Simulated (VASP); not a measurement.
# MnO2 (P-3m1) in VASP: notebook

Runs on MnO2. Level: PBE+U. Tasks: single point.

Program: VASP 6.6.1. These are calculated values, not measurements. Logs are shortened: lines on timing, memory, paths and dates and some standing lists are left out, and cuts for length are marked.

**1. The cell of the first run**

The structure is trigonal, space group P-3m1 (No. 164). The conventional cell has a = 2.652 Å, b = 2.652 Å, c = 4.272 Å, α = 90.00°, β = 90.00°, γ = 120.00°. Within 2.3 Å of Mn (site symmetry -3m) lie 6 O at 1.77 Å. O (site symmetry 3m) has 3 Mn at 1.77 Å and 3 O at 2.33 Å within 2.4 Å.

**2. Single point, PBE+U, collinear spin, ferromagnetic start**

INCAR

```
SYSTEM = MnO2
ALGO     = Normal         ! electronic algorithm
EDIFF    = 1E-6           ! SCF threshold, eV
ENCUT    = 520            ! plane-wave cutoff, eV
GGA      = PE             ! functional
ISIF     = 2              ! what is computed and relaxed
ISMEAR   = 0              ! smearing method
ISPIN    = 2              ! spin polarisation
LASPH    = .TRUE.         ! aspherical terms in the spheres
LCHARG   = .TRUE.         ! write CHGCAR
LDAU     = .TRUE.         ! DFT+U
LDAUJ    = 0 0          
LDAUL    = 2 -1           ! shell
LDAUPRINT= 1            
LDAUTYPE = 2            
LDAUU    = 3.9 0          ! U, eV
LELF     = .TRUE.         ! ELF
LMAXMIX  = 4              ! l up to which the mixer works
LORBIT   = 11             ! projections on sites
LREAL    = .FALSE.        ! projectors in reciprocal space
LVHAR    = .TRUE.       
LWAVE    = .FALSE.        ! write WAVECAR
MAGMOM   = 4 0 0          ! initial moments
NBANDS   = 24             ! bands
NELM     = 150            ! most SCF steps
PREC     = Accurate       ! precision mode
SIGMA    = 0.02           ! smearing width, eV
```

KPOINTS

```
k-points
0
G
  12 12 6
  0 0 0
```

POSCAR

```
MnO2
1.0
    2.6518122769      0.0000000000      0.0000000000
   -1.3259061385      2.2965367979      0.0000000000
    0.0000000000      0.0000000000      4.2715372902
Mn O
1 2
Direct
    0.0000000000      0.0000000000      0.5000000000
    0.6666666667      0.3333333333      0.2937074300
    0.3333333333      0.6666666667      0.7062925700
```

Potentials or basis: VASP PAW PBE potentials, release 64 (Mn_pv, O).

Started as:

```bash
$ cat potpaw_PBE.64/Mn_pv/POTCAR potpaw_PBE.64/O/POTCAR > POTCAR
$ mpirun -np 1 vasp_std > vasp.out
```

OUTCAR:

```text
SYSTEM = MnO2
   EDIFF = 1E-6
   ENCUT = 520
   GGA = PE
   ISIF = 2
   ISMEAR = 0
   ISPIN = 2
   LASPH = .TRUE.
   LORBIT = 11
   LREAL = .FALSE.
   NELM = 150
   PREC = Accurate

 ion  position               nearest neighbor table
   1  0.000  0.000  0.500-   2 1.77   3 1.77   2 1.77   3 1.77   2 1.77   3 1.77
   2  0.667  0.333  0.294-   1 1.77   1 1.77   1 1.77
   3  0.333  0.667  0.706-   1 1.77   1 1.77   1 1.77

  LATTYP: Found a hexagonal cell.
 ALAT       =     2.6518122769
 C/A-ratio  =     1.6107992739

  Lattice vectors:

 A1 = (   2.6518122769,   0.0000000000,   0.0000000000)
 A2 = (  -1.3259061385,   2.2965367979,   0.0000000000)
 A3 = (   0.0000000000,   0.0000000000,   4.2715372902)

Analysis of symmetry for initial positions (statically):
=====================================================================
 Subroutine PRICEL returns:
 Original cell was already a primitive cell.

 Routine SETGRP: Setting up the symmetry group for a
 hexagonal supercell.

 Subroutine GETGRP returns: Found 12 space group operations
 (whereof 12 operations were pure point group operations)
 out of a pool of 24 trial point group operations.

The static configuration has the point symmetry D_3d.

Analysis of symmetry for dynamics (positions and initial velocities):
=====================================================================
 Subroutine PRICEL returns:
 Original cell was already a primitive cell.

 Routine SETGRP: Setting up the symmetry group for a
 hexagonal supercell.

 Subroutine GETGRP returns: Found 12 space group operations
 (whereof 12 operations were pure point group operations)
 out of a pool of 24 trial point group operations.

The dynamic configuration has the point symmetry D_3d.

Analysis of structural, dynamic, and magnetic symmetry:
=====================================================================
 Subroutine PRICEL returns:
 Original cell was already a primitive cell.

 Routine SETGRP: Setting up the symmetry group for a
 hexagonal supercell.

 Subroutine GETGRP returns: Found 12 space group operations
 (whereof 12 operations were pure point group operations)
 out of a pool of 24 trial point group operations.

The overall configuration has the point symmetry D_3d.

 Subroutine INISYM returns: Found 12 space group operations
 (whereof 12 operations are pure point group operations),
 and found     1 'primitive' translations

----------------------------------------------------------------------------------------

                                     Primitive cell

  volume of cell :      26.0136

  direct lattice vectors                    reciprocal lattice vectors
     2.651812277  0.000000000  0.000000000     0.377100600  0.217719133  0.000000000
    -1.325906138  2.296536798  0.000000000     0.000000000  0.435438266  0.000000000
     0.000000000  0.000000000  4.271537290     0.000000000  0.000000000  0.234107754

  length of vectors
     2.651812277  2.651812277  4.271537290     0.435438266  0.435438266  0.234107754

  position of ions in fractional coordinates (direct lattice)
     0.000000000  0.000000000  0.500000000
     0.666666667  0.333333333  0.293707430
     0.333333333  0.666666667  0.706292570

  ion indices of the primitive-cell ions
[... 72 lines left out ...]
   LSORBIT =      F    spin-orbit coupling
   LASPH  =      T    aspherical Exc in radial PAW
   ENCUT  =  520.0 eV  38.22 Ry    6.18 a.u.   4.93  4.93  7.94*2*pi/ulx,y,z
   NELM   =    150;   NELMIN=  2; NELMDL= -5     # of ELM steps
   EDIFF  = 0.1E-05   stopping-criterion for ELM
   LREAL  =      F    real-space projection
   EDIFFG = 0.1E-04   stopping-criterion for IOM
   NSW    =      0    number of steps for IOM
   IBRION =     -1    ionic relax: 0-MD 1-quasi-New 2-CG
   NFREE  =      0    steps in history (QN), initial steepest desc. (CG)
   ISIF   =      2    stress and relaxation
   ISYM   =      2    0-nonsym 1-usesym 2-fastsym
   POTIM  = 0.5000    time-step for ionic-motion
   TEBEG  =    0.0;   TEEND  =   0.0 temperature during run
   PSTRESS=    0.0 pullay stress
   NELECT =      25.0000    total number of electrons
   NUPDOWN=      -1.0000    fix difference up-down
   EMIN   =  10.00;   EMAX   =-10.00  energy-range for DOS
   EFERMI =   0.00;   METHOD = LEGACY
   ISMEAR =     0;   SIGMA  =   0.02  broadening in eV -4-tet -1-fermi 0-gaus
   EFERMI_NEDOS =   21; number of points for ismear=-14 and -15
   IALGO  =     38    algorithm
   IMIX   =      4    mixing-type and parameters
     AMIX     =   0.40;   BMIX     =  1.00
     AMIX_MAG =   1.60;   BMIX_MAG =  1.00
  volume/ion in A,a.u.               =       8.67        58.52
  Fermi-wavevector in a.u.,A,eV,Ry     =   1.615554  3.052954 35.511389  2.610013
  Thomas-Fermi vector in A             =   2.710283
   LORBIT       =     11    0 simple, 1 ext, 2 COOP (PROOUT), +10 PAW based schemes
 LDA+U is selected, type is set to LDAUTYPE =  2
   angular momentum for each species LDAUL =     2   -1
   U (eV)           for each species LDAUU =   3.9  0.0
   J (eV)           for each species LDAUJ =   0.0  0.0
   GGA     = PE    functional components
   LHFCALC =     F    Hartree Fock is set to
   AEXX    =    0.0000 exact exchange contribution
   IVDW    =     0    specifies the selected vdW correction
   LEPSILON=     F    determine dielectric tensor
   LRPA    =     F    only Hartree local field effects (RPA)
 spin polarized calculation
 Gauss-broadening in eV      SIGMA  =   0.02
  energy-cutoff  :      520.00
  volume of cell :       26.01
 maximum number of plane-waves:       732
   NGX =  9   NGY =  9   NGZ = 15

atom =   1  type =  1  l = 2

 onsite density matrix

spin component  1

  0.8101  0.0000  0.0000  0.2114  0.0000
  0.0000  0.7145  0.0000 -0.0000  0.2114
  0.0000  0.0000  0.9779  0.0000  0.0000
  0.2114 -0.0000  0.0000  0.7145 -0.0000
  0.0000  0.2114  0.0000 -0.0000  0.8101

spin component  2

  0.2631 -0.0000  0.0000 -0.1441  0.0000
 -0.0000  0.2927 -0.0000 -0.0000 -0.1441
  0.0000 -0.0000  0.1237 -0.0000  0.0000
 -0.1441 -0.0000 -0.0000  0.2927  0.0000
  0.0000 -0.1441  0.0000  0.0000  0.2631

 occupancies and eigenvectors

  o =  0.1237  v =  0.0000  0.0000  0.0000  0.0000  0.0000 -0.0000 -0.0000  1.0000 -0.0000 -0.0000      0.0000  0.0000  0.0000  0.0000  0.0000  0.0000  0.0000  0.0000  0.0000  0.0000
  o =  0.1331  v =  0.0000  0.0000  0.0000  0.0000  0.0000 -0.6633 -0.3008 -0.0000 -0.5987 -0.3333      0.0000  0.0000  0.0000  0.0000  0.0000  0.0000  0.0000  0.0000  0.0000  0.0000
  o =  0.1331  v =  0.0000  0.0000  0.0000  0.0000  0.0000 -0.3333  0.5987  0.0000 -0.3008  0.6633      0.0000  0.0000  0.0000  0.0000  0.0000  0.0000  0.0000  0.0000  0.0000  0.0000
  o =  0.4227  v =  0.0000  0.0000  0.0000  0.0000  0.0000 -0.5986  0.3335 -0.0000  0.6632 -0.3010      0.0000  0.0000  0.0000  0.0000  0.0000  0.0000  0.0000  0.0000  0.0000  0.0000
  o =  0.4227  v =  0.0000  0.0000  0.0000  0.0000  0.0000  0.3010  0.6632 -0.0000 -0.3335 -0.5986      0.0000  0.0000  0.0000  0.0000  0.0000  0.0000  0.0000  0.0000  0.0000  0.0000
  o =  0.5456  v =  0.5577 -0.3509 -0.0000 -0.6979  0.2804  0.0000  0.0000  0.0000  0.0000  0.0000      0.0000  0.0000  0.0000  0.0000  0.0000  0.0000  0.0000  0.0000  0.0000  0.0000
  o =  0.5456  v =  0.2804  0.6979  0.0000 -0.3509 -0.5577  0.0000  0.0000  0.0000  0.0000  0.0000      0.0000  0.0000  0.0000  0.0000  0.0000  0.0000  0.0000  0.0000  0.0000  0.0000
  o =  0.9779  v =  0.0000  0.0000 -1.0000  0.0000  0.0000  0.0000  0.0000  0.0000  0.0000  0.0000      0.0000  0.0000  0.0000  0.0000  0.0000  0.0000  0.0000  0.0000  0.0000  0.0000
  o =  0.9791  v =  0.6979  0.2805  0.0000  0.5577  0.3510  0.0000  0.0000  0.0000  0.0000  0.0000      0.0000  0.0000  0.0000  0.0000  0.0000  0.0000  0.0000  0.0000  0.0000  0.0000
  o =  0.9791  v = -0.3510  0.5577  0.0000 -0.2805  0.6979  0.0000  0.0000  0.0000  0.0000  0.0000      0.0000  0.0000  0.0000  0.0000  0.0000  0.0000  0.0000  0.0000  0.0000  0.0000

 number of electron      24.9999998 magnetization       3.0000230

 Free energy of the ion-electron system (eV)
  ---------------------------------------------------
  ext. energy  EPLUGINS =         0.00000000
  ---------------------------------------------------
  free energy    TOTEN  =       -19.44802932 eV

  energy without entropy =      -19.44802932  energy(sigma->0) =      -19.44802932

 E-fermi :   5.7824     XC(G=0): -12.0336

 val. band max:        5.5742329539   @ k =   0.0833  -0.0000   0.5000
 cond. band min:       7.6204838269   @ k =   0.0000   0.0000   0.5000
 fundamental gap:      2.0462508730
 Fermi energy:         5.7824387647

 spin component 1

 k-point     1 :       0.0000    0.0000    0.0000
  band No.  band energies     occupation
      1     -44.7282      1.00000
      2     -44.7006      1.00000
      3     -44.7006      1.00000
      4     -15.5880      1.00000
      5     -12.1062      1.00000
      6      -2.8655      1.00000
[... 1289 lines left out ...]
     23      30.0136      0.00000
     24      32.7554      0.00000

 [... further k-points ...]

------------------------ aborting loop because EDIFF is reached ----------------------------------------

  FORCE on cell =-STRESS in cart. coord.  units (eV):
  Direction    XX          YY          ZZ          XY          YZ          ZX
  --------------------------------------------------------------------------------------
  -------------------------------------------------------------------------------------
  Total       16.2013478     16.2013478     10.0753703     -0.0000000      0.0000000      0.0000000
  in kB      997.8409881    997.8409881    620.5420447     -0.0000000      0.0000000      0.0000000
  external PRESSURE =     872.0746737 kB  Pullay stress =       0.0000000 kB

 VOLUME and BASIS-vectors are now :
 -----------------------------------------------------------------------------
  energy-cutoff  :      520.00
  volume of cell :       26.01
      direct lattice vectors                 reciprocal lattice vectors
     2.651812277  0.000000000  0.000000000     0.377100600  0.217719133  0.000000000
    -1.325906138  2.296536798  0.000000000     0.000000000  0.435438266  0.000000000
     0.000000000  0.000000000  4.271537290     0.000000000  0.000000000  0.234107754

 POSITION                                       TOTAL-FORCE (eV/Angst)
 -----------------------------------------------------------------------------------
      0.00000      0.00000      2.13577         0.000000      0.000000      0.000000
      1.32591      0.76551      1.25458         0.000000      0.000000     -5.055498
     -0.00000      1.53102      3.01696        -0.000000     -0.000000      5.055498
 -----------------------------------------------------------------------------------
    total drift:                                0.000000     -0.000000      0.000000

  FREE ENERGIE OF THE ION-ELECTRON SYSTEM (eV)
  ---------------------------------------------------
  free  energy   TOTEN  =       -19.4480293196 eV

  energy  without entropy=      -19.4480293196  energy(sigma->0) =      -19.44802932

 total charge

# of ion       s       p       d       tot
------------------------------------------
    1        0.472   6.732   5.212  12.416
    2        1.591   3.579   0.000   5.170
    3        1.591   3.579   0.000   5.170
--------------------------------------------------
tot          3.654  13.890   5.212  22.756

 magnetization (x)

# of ion       s       p       d       tot
------------------------------------------
    1        0.031   0.050   2.790   2.871
    2        0.002   0.041   0.000   0.043
    3        0.002   0.041   0.000   0.043
--------------------------------------------------
tot          0.035   0.132   2.790   2.957
```

It took 88 s on 1 thread of Intel Xeon Platinum 8259CL at 2.50GHz (Skylake/Cascade Lake), shared host; peak memory 0.21 GiB.

Results:

```
Free energy                                           : -19.4480 eV
Pressure                                              : 87.2 GPa
Largest force                                         : 5.055 eV/Å
Band gap on the k mesh                                : 2.05 eV (least direct gap 2.10 eV)
Net moment                                            : 3.00 μB per cell
Site moments                                          : Mn +2.87; O +0.04 μB
Valence electrons inside the program's atomic spheres : Mn 12.42; O 5.17
```

Forces on the atoms (eV/Å):
```
Mn   0.000  0.000  0.000
O    0.000  0.000 -5.055
O    0.000  0.000  5.055
```

Stress tensor (GPa, compression positive):
```
99.78  0.00  0.00
 0.00 99.78  0.00
 0.00  0.00 62.05
```

Eigenvalues of the final occupation matrices:
```tsv
site	spin	trace	eigenvalues
site 1 d	1	4.03	0.55 0.55 0.98 0.98 0.98
site 1 d	2	1.24	0.12 0.13 0.13 0.42 0.42
```

Caveat: the stress differs along the axes, from 62 to 100 GPa; a cell with one magnetic atom can't hold antiferromagnetic order, which such compounds often take; forces of over 1 eV/Å act on the atoms, so gaps and moduli don't describe the material at rest. The state reached can hang on the start; a lower one may exist.

**3. Single point, PBE+U, collinear spin, ferromagnetic start**

This run uses another cell than the first one, of 9.32 Å³/atom.

INCAR

```
ALGO = Normal
EDIFF = 1E-7
ENCUT = 520
GGA = PE
ISIF = 2
ISMEAR = 0
ISPIN = 2
LASPH = True
LCHARG = False
LDAU = True
LDAUJ = 0 0
LDAUL = 2 -1
LDAUPRINT = 1
LDAUTYPE = 2
LDAUU = 3.9 0
LMAXMIX = 4
LORBIT = 11
LREAL = False
LWAVE = False
MAGMOM = 4 0 0
NBANDS = 24
NELM = 150
PREC = Accurate
SIGMA = 0.02
```

KPOINTS

```
k-points
0
Gamma
  12 12 6
```

POSCAR

```
MnO2
1.0
    2.7165159854      0.0000000000      0.0000000000
   -1.3582579927      2.3525718531      0.0000000000
    0.0000000000      0.0000000000      4.3757619768
Mn O
1 2
Direct
    0.0000000000      0.0000000000      0.5000000000
    0.6666666667      0.3333333333      0.2937074300
    0.3333333333      0.6666666667      0.7062925700
```

Potentials or basis: VASP PAW PBE potentials, release 64 (Mn_pv, O).

Started as:

```bash
$ cat potpaw_PBE.64/Mn_pv/POTCAR potpaw_PBE.64/O/POTCAR > POTCAR
$ mpirun -np 1 vasp_std > vasp.out
```

OUTCAR:

```text
EDIFF = 1E-7
   ENCUT = 520
   GGA = PE
   ISIF = 2
   ISMEAR = 0
   ISPIN = 2
   LASPH = True
   LORBIT = 11
   LREAL = False
   NELM = 150
   PREC = Accurate

 ion  position               nearest neighbor table
   1  0.000  0.000  0.500-   2 1.81   3 1.81   3 1.81   2 1.81   2 1.81   3 1.81
   2  0.667  0.333  0.294-   1 1.81   1 1.81   1 1.81
   3  0.333  0.667  0.706-   1 1.81   1 1.81   1 1.81

  LATTYP: Found a hexagonal cell.
 ALAT       =     2.7165159854
 C/A-ratio  =     1.6107992739

  Lattice vectors:

[... 1553 lines left out ...]
 -----------------------------------------------------------------------------
  energy-cutoff  :      520.00
  volume of cell :       27.96
      direct lattice vectors                 reciprocal lattice vectors
     2.716515985  0.000000000  0.000000000     0.368118577  0.212533360  0.000000000
    -1.358257993  2.352571853  0.000000000     0.000000000  0.425066720  0.000000000
     0.000000000  0.000000000  4.375761977     0.000000000  0.000000000  0.228531626

 POSITION                                       TOTAL-FORCE (eV/Angst)
 -----------------------------------------------------------------------------------
      0.00000      0.00000      2.18788         0.000000      0.000000      0.000000
      1.35826      0.78419      1.28519        -0.000000     -0.000000     -3.289063
     -0.00000      1.56838      3.09057        -0.000000      0.000000      3.289063
 -----------------------------------------------------------------------------------
    total drift:                                0.000000     -0.000000      0.000000

  FREE ENERGIE OF THE ION-ELECTRON SYSTEM (eV)
  ---------------------------------------------------
  free  energy   TOTEN  =       -20.3067164463 eV

  energy  without entropy=      -20.3067164463  energy(sigma->0) =      -20.30671645

 total charge

# of ion       s       p       d       tot
------------------------------------------
    1        0.433   6.639   5.081  12.153
    2        1.587   3.529   0.000   5.116
    3        1.587   3.529   0.000   5.116
--------------------------------------------------
tot          3.607  13.697   5.081  22.385

 magnetization (x)

# of ion       s       p       d       tot
------------------------------------------
    1        0.030   0.047   2.866   2.944
    2        0.002   0.007   0.000   0.008
    3        0.002   0.007   0.000   0.008
--------------------------------------------------
tot          0.034   0.060   2.866   2.961
```

Wall time 1.7 min (1 thread of Intel Xeon Platinum 8259CL at 2.50GHz (Skylake/Cascade Lake), shared host); peak memory 0.22 GiB.

Results:

* Free energy: -20.3067 eV
* Pressure: 55.0 GPa
* Largest force: 3.289 eV/Å
* Band gap on the k mesh: 2.39 eV (least direct gap 2.49 eV)
* Net moment: 3.00 μB per cell
* Site moments: Mn +2.94; O +0.01 μB
* Valence electrons inside the program's atomic spheres: Mn 12.15; O 5.12

Forces in eV/Å, atoms in the order of the input:
```
Mn   0.000  0.000  0.000
O    0.000  0.000 -3.289
O    0.000  0.000  3.289
```

Eigenvalues of the final occupation matrices:
```
    site  spin  trace               eigenvalues
site 1 d     1   4.00  0.54 0.54 0.97 0.97 0.97
site 1 d     2   1.13  0.11 0.12 0.12 0.39 0.39
```

Caveat: the stress differs along the axes, from 39 to 63 GPa; a cell with one magnetic atom can't hold antiferromagnetic order, which such compounds often take; forces of over 1 eV/Å act on the atoms, so gaps and moduli don't describe the material at rest. A k mesh can miss the band edges.

(Part 1 of 2 ends here.)
